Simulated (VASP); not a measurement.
# TiC (Khamrabaevite) (Fm-3m) in VASP: relaxation of the atoms with PBE

Aim: the relaxation of the atoms of TiC (Khamrabaevite) with PBE.

All numbers are computed with VASP 6.6.1; they aren't measurements. Logs are shortened: lines on timing, memory, paths and dates and some standing lists are left out, and cuts for length are marked.

## (1) The cell of the first run

Symmetry: Fm-3m, No. 225, cubic system. The conventional cell has a = 4.413 Å, b = 4.413 Å, c = 4.413 Å, α = 90.00°, β = 90.00°, γ = 90.00°. Ti (site symmetry m-3m) has 6 C at 2.21 Å within 2.9 Å. C (site symmetry m-3m) has 6 Ti at 2.21 Å within 2.9 Å.

## (2) Relaxation of the atoms, PBE (volume scaled by 1.06)

Contents of INCAR:

```
SYSTEM = TiC
ALGO     = Normal         ! electronic algorithm
EDIFF    = 1E-6           ! SCF threshold, eV
EDIFFG   = -0.02          ! ionic threshold
ENCUT    = 520            ! plane-wave cutoff, eV
GGA      = PE             ! functional
IBRION   = 2              ! ionic algorithm
ISIF     = 2              ! what is computed and relaxed
ISMEAR   = -1             ! smearing method
LASPH    = .TRUE.         ! aspherical terms in the spheres
LCHARG   = .FALSE.        ! write CHGCAR
LREAL    = .FALSE.        ! projectors in reciprocal space
LWAVE    = .FALSE.        ! write WAVECAR
NELM     = 60             ! most SCF steps
NSW      = 80             ! ionic steps
PREC     = Accurate       ! precision mode
SIGMA    = 0.05           ! smearing width, eV
```

Contents of KPOINTS:

```
k-points
0
G
  18 18 18
  0 0 0
```

Contents of POSCAR:

```
TiC
1.0
    0.0000000000      2.2064421477      2.2064421477
    2.2064421477      0.0000000000      2.2064421477
    2.2064421477      2.2064421477      0.0000000000
Ti C
1 1
Direct
    0.0000000000      0.0000000000      0.0000000000
    0.5000000000      0.5000000000      0.5000000000
```

Potentials or basis: VASP PAW PBE potentials, release 64 (Ti_sv, C).

Started as:

```bash
$ cat potpaw_PBE.64/Ti_sv/POTCAR potpaw_PBE.64/C/POTCAR > POTCAR
$ mpirun -np 1 vasp_std > vasp.out
```

OUTCAR:

```text
SYSTEM = TiC
   EDIFF = 1E-6
   EDIFFG = -0.02
   ENCUT = 520
   GGA = PE
   IBRION = 2
   ISIF = 2
   ISMEAR = -1
   LASPH = .TRUE.
   LREAL = .FALSE.
   NELM = 60
   NSW = 80
   PREC = Accurate

 ion  position               nearest neighbor table
   1  0.000  0.000  0.000-   2 2.21   2 2.21   2 2.21   2 2.21   2 2.21   2 2.21
   2  0.500  0.500  0.500-   1 2.21   1 2.21   1 2.21   1 2.21   1 2.21   1 2.21

  LATTYP: Found a face centered cubic cell.
 ALAT       =     4.4128842954

  Lattice vectors:

 A1 = (   0.0000000000,   2.2064421477,   2.2064421477)
 A2 = (   2.2064421477,   0.0000000000,   2.2064421477)
 A3 = (   2.2064421477,   2.2064421477,   0.0000000000)

Analysis of symmetry for initial positions (statically):
=====================================================================
 Subroutine PRICEL returns:
 Original cell was already a primitive cell.

 Routine SETGRP: Setting up the symmetry group for a
 face centered cubic supercell.

 Subroutine GETGRP returns: Found 48 space group operations
 (whereof 48 operations were pure point group operations)
 out of a pool of 48 trial point group operations.

The static configuration has the point symmetry O_h .

Analysis of symmetry for dynamics (positions and initial velocities):
=====================================================================
 Subroutine PRICEL returns:
 Original cell was already a primitive cell.

 Routine SETGRP: Setting up the symmetry group for a
 face centered cubic supercell.

 Subroutine GETGRP returns: Found 48 space group operations
 (whereof 48 operations were pure point group operations)
 out of a pool of 48 trial point group operations.

The dynamic configuration has the point symmetry O_h .

 Subroutine INISYM returns: Found 48 space group operations
 (whereof 48 operations are pure point group operations),
 and found     1 'primitive' translations

----------------------------------------------------------------------------------------

                                     Primitive cell

  volume of cell :      21.4836

  direct lattice vectors                    reciprocal lattice vectors
     0.000000000  2.206442148  2.206442148    -0.226609159  0.226609159  0.226609159
     2.206442148  0.000000000  2.206442148     0.226609159 -0.226609159  0.226609159
     2.206442148  2.206442148  0.000000000     0.226609159  0.226609159 -0.226609159

  length of vectors
     3.120380410  3.120380410  3.120380410     0.392498577  0.392498577  0.392498577

  position of ions in fractional coordinates (direct lattice)
     0.000000000  0.000000000  0.000000000
     0.500000000  0.500000000  0.500000000

  ion indices of the primitive-cell ions
   primitive index   ion index
                 1           1
                 2           2

----------------------------------------------------------------------------------------

 KPOINTS: k-points

Automatic generation of k-mesh.
 Grid dimensions read from file:
 generate k-points for:   18   18   18

 Generating k-lattice:

  Cartesian coordinates                     Fractional coordinates (reciprocal lattice)
    -0.012589398  0.012589398  0.012589398     0.055555556  0.000000000  0.000000000
     0.012589398 -0.012589398  0.012589398     0.000000000  0.055555556  0.000000000
     0.012589398  0.012589398 -0.012589398     0.000000000  0.000000000  0.055555556

  Length of vectors
     0.021805477  0.021805477  0.021805477

  Shift w.r.t. Gamma in fractional coordinates (k-lattice)
     0.000000000  0.000000000  0.000000000

 Subroutine IBZKPT returns following result:
 ===========================================

 Found    195 irreducible k-points:

 Following reciprocal coordinates:
            Coordinates               Weight
  0.000000  0.000000  0.000000      1.000000
  0.055556  0.000000  0.000000      8.000000
  0.111111  0.000000  0.000000      8.000000
  0.166667  0.000000  0.000000      8.000000
  0.222222  0.000000  0.000000      8.000000
  0.277778  0.000000  0.000000      8.000000
[... 16 lines left out ...]
 -0.277778  0.055556  0.000000     24.000000
 -0.222222  0.055556  0.000000     24.000000
 [... further k-points ...]
   k-points           NKPTS =    195   k-points in BZ     NKDIM =    195   number of bands    NBANDS=     12
   number of dos      NEDOS =    301   number of ions     NIONS =      2
   total plane-waves  NPLWV =  13824
   dimension x,y,z NGX =    24 NGY =   24 NGZ =   24
   dimension x,y,z NGXF=    48 NGYF=   48 NGZF=   48
   ions per type =               1   1
   NGX,Y,Z   is equivalent  to a cutoff of  12.79, 12.79, 12.79 a.u.
   NGXF,Y,Z  is equivalent  to a cutoff of  25.57, 25.57, 25.57 a.u.
 SYSTEM =  TiC
   PREC   = accura    normal or accurate (medium, high low for compatibility)
   ISTART =      0    job   : 0-new  1-cont  2-samecut
   ICHARG =      2    charge: 1-file 2-atom 10-const
   ISPIN  =      1    spin polarized calculation?
   LNONCOLLINEAR =      F non collinear calculations
   LSORBIT =      F    spin-orbit coupling
   LASPH  =      T    aspherical Exc in radial PAW
   ENCUT  =  520.0 eV  38.22 Ry    6.18 a.u.   5.80  5.80  5.80*2*pi/ulx,y,z
   NELM   =     60;   NELMIN=  2; NELMDL= -5     # of ELM steps
   EDIFF  = 0.1E-05   stopping-criterion for ELM
   LREAL  =      F    real-space projection
   EDIFFG = -.2E-01   stopping-criterion for IOM
   NSW    =     80    number of steps for IOM
   IBRION =      2    ionic relax: 0-MD 1-quasi-New 2-CG
   NFREE  =      1    steps in history (QN), initial steepest desc. (CG)
   ISIF   =      2    stress and relaxation
   ISYM   =      2    0-nonsym 1-usesym 2-fastsym
   POTIM  = 0.5000    time-step for ionic-motion
   TEBEG  =    0.0;   TEEND  =   0.0 temperature during run
   PSTRESS=    0.0 pullay stress
   NELECT =      16.0000    total number of electrons
   NUPDOWN=      -1.0000    fix difference up-down
   EMIN   =  10.00;   EMAX   =-10.00  energy-range for DOS
   EFERMI =   0.00;   METHOD = LEGACY
   ISMEAR =    -1;   SIGMA  =   0.05  broadening in eV -4-tet -1-fermi 0-gaus
   EFERMI_NEDOS =   21; number of points for ismear=-14 and -15
   IALGO  =     38    algorithm
   IMIX   =      4    mixing-type and parameters
     AMIX     =   0.40;   BMIX     =  1.00
     AMIX_MAG =   1.60;   BMIX_MAG =  1.00
  volume/ion in A,a.u.               =      10.74        72.49
  Fermi-wavevector in a.u.,A,eV,Ry     =   1.483926  2.804214 29.960529  2.202037
  Thomas-Fermi vector in A             =   2.597527
   LORBIT       =      0    0 simple, 1 ext, 2 COOP (PROOUT), +10 PAW based schemes
   GGA     = PE    functional components
   LHFCALC =     F    Hartree Fock is set to
   AEXX    =    0.0000 exact exchange contribution
   IVDW    =     0    specifies the selected vdW correction
   LEPSILON=     F    determine dielectric tensor
   LRPA    =     F    only Hartree local field effects (RPA)
 conjugate gradient relaxation of ions
 non-spin polarized calculation
  energy-cutoff  :      520.00
  volume of cell :       21.48
 maximum number of plane-waves:       589
   NGX = 11   NGY = 11   NGZ = 11

 number of electron      15.9999998 magnetization

 Free energy of the ion-electron system (eV)
  ---------------------------------------------------
  ext. energy  EPLUGINS =         0.00000000
  ---------------------------------------------------
  free energy    TOTEN  =       -18.66676108 eV

  energy without entropy =      -18.66418109  energy(sigma->0) =      -18.66547109

 E-fermi :   8.7756     XC(G=0): -12.4109

 val. band max:        8.7669092571   @ k =   0.1111   0.0556   0.0000
 cond. band min:       8.7788780599   @ k =   0.2778   0.2222   0.0000
 fundamental gap:      0.0119688027
 Fermi energy:         8.7755563120

 k-point     1 :       0.0000    0.0000    0.0000
  band No.  band energies     occupation
      1     -47.9841      2.00000
      2     -24.0336      2.00000
      3     -24.0336      2.00000
      4     -24.0336      2.00000
      5      -3.3637      2.00000
      6       9.4375      0.00000
      7       9.4375      0.00000
      8       9.4375      0.00000
      9      10.3616      0.00000
     10      10.3767      0.00000
     11      10.3767      0.00000
     12      10.3767      0.00000

 k-point     2 :       0.0556    0.0000    0.0000
  band No.  band energies     occupation
      1     -47.9824      2.00000
      2     -24.0461      2.00000
      3     -24.0348      2.00000
      4     -24.0348      2.00000
      5      -3.2986      2.00000
      6       9.0957      0.00331
      7       9.2977      0.00006
      8       9.2977      0.00006
      9       9.7667      0.00000
     10       9.7667      0.00000
     11      10.5550      0.00000
     12      11.2050      0.00000

 k-point     3 :       0.1111    0.0000    0.0000
  band No.  band energies     occupation
      1     -47.9776      2.00000
      2     -24.0819      2.00000
      3     -24.0383      2.00000
      4     -24.0383      2.00000
      5      -3.1062      2.00000
      6       8.3848      1.99919
      7       8.6800      1.74212
      8       8.6800      1.74212
      9       9.7770      0.00000
     10       9.7770      0.00000
     11      10.8198      0.00000
     12      12.0861      0.00000
[... 286 lines left out ...]
 k-point    23 :      -0.2778    0.0556    0.0000
  band No.  band energies     occupation
      1     -47.9469      2.00000
      2     -24.2938      2.00000
      3     -24.0737      2.00000
      4     -24.0547      2.00000
      5      -1.6734      2.00000
      6       5.3569      2.00000
      7       6.7013      2.00000
      8       6.8856      2.00000
      9      10.5330      0.00000
     10      10.8518      0.00000
     11      11.7289      0.00000
     12      14.3614      0.00000

 k-point    24 :      -0.2222    0.0556    0.0000
  band No.  band energies     occupation
      1     -47.9565      2.00000
      2     -24.2267      2.00000
      3     -24.0665      2.00000
      4     -24.0474      2.00000
      5      -2.1815      2.00000
      6       6.2359      2.00000
      7       7.1220      2.00000
      8       7.3459      2.00000
      9      10.1990      0.00000
     10      10.5693      0.00000
     11      11.4788      0.00000
     12      13.5927      0.00000

 [... further k-points ...]
[... 5 lines left out ...]
  --------------------------------------------------------------------------------------
  -------------------------------------------------------------------------------------
  Total       -1.6240991     -1.6240991     -1.6240991      0.0000000     -0.0000000      0.0000000
  in kB     -121.1198944   -121.1198944   -121.1198944      0.0000000     -0.0000000      0.0000000
  external PRESSURE =    -121.1198944 kB  Pullay stress =       0.0000000 kB

 VOLUME and BASIS-vectors are now :
 -----------------------------------------------------------------------------
  energy-cutoff  :      520.00
  volume of cell :       21.48
      direct lattice vectors                 reciprocal lattice vectors
     0.000000000  2.206442148  2.206442148    -0.226609159  0.226609159  0.226609159
     2.206442148  0.000000000  2.206442148     0.226609159 -0.226609159  0.226609159
     2.206442148  2.206442148  0.000000000     0.226609159  0.226609159 -0.226609159

 POSITION                                       TOTAL-FORCE (eV/Angst)
 -----------------------------------------------------------------------------------
      0.00000      0.00000      0.00000         0.000000      0.000000      0.000000
      2.20644      2.20644      2.20644         0.000000      0.000000     -0.000000
 -----------------------------------------------------------------------------------
    total drift:                                0.000000     -0.000000     -0.000000

  FREE ENERGIE OF THE ION-ELECTRON SYSTEM (eV)
  ---------------------------------------------------
  free  energy   TOTEN  =       -18.6667610818 eV

  energy  without entropy=      -18.6641810884  energy(sigma->0) =      -18.66547109

 reached required accuracy - stopping structural energy minimisation
```

Run time: 32 s. Hardware: 1 thread of Intel Xeon Platinum 8488C (Sapphire Rapids), shared host; peak memory 0.18 GiB.

Results:

```
Free energy             : -18.6668 eV
Pressure after relaxing : -12.1 GPa
Band gap on the k mesh  : zero (band 8 reaches 9.44 eV, above the bottom of band 9 at 8.37 eV)
```

Final structure:
```
Ti C
1.0
     0.00000    2.20644    2.20644
     2.20644    0.00000    2.20644
     2.20644    2.20644    0.00000
Ti C
1 1
Direct
  0.00000 0.00000 0.00000
  0.50000 0.50000 0.50000
```

Levels at points of the mesh, in eV from the Fermi level:
| k point | band 4 | band 5 | band 6 | band 7 | band 8 | band 9 | band 10 | band 11 | band 12 |
| --- | --- | --- | --- | --- | --- | --- | --- | --- | --- |
| (0.00, 0.00, 0.00) | -32.81 | -12.14 | 0.66 | 0.66 | 0.66 | 1.59 | 1.60 | 1.60 | 1.60 |
| (0.50, 0.00, 0.00) | -32.85 | -8.92 | -5.59 | -2.73 | -2.73 | 2.69 | 2.69 | 3.78 | 7.62 |
| (0.50, 0.50, 0.00) | -32.95 | -9.91 | -3.38 | -1.46 | -0.08 | -0.08 | 2.50 | 3.24 | 3.24 |

Caveat: the relaxation stopped at its first step, so nothing moved.
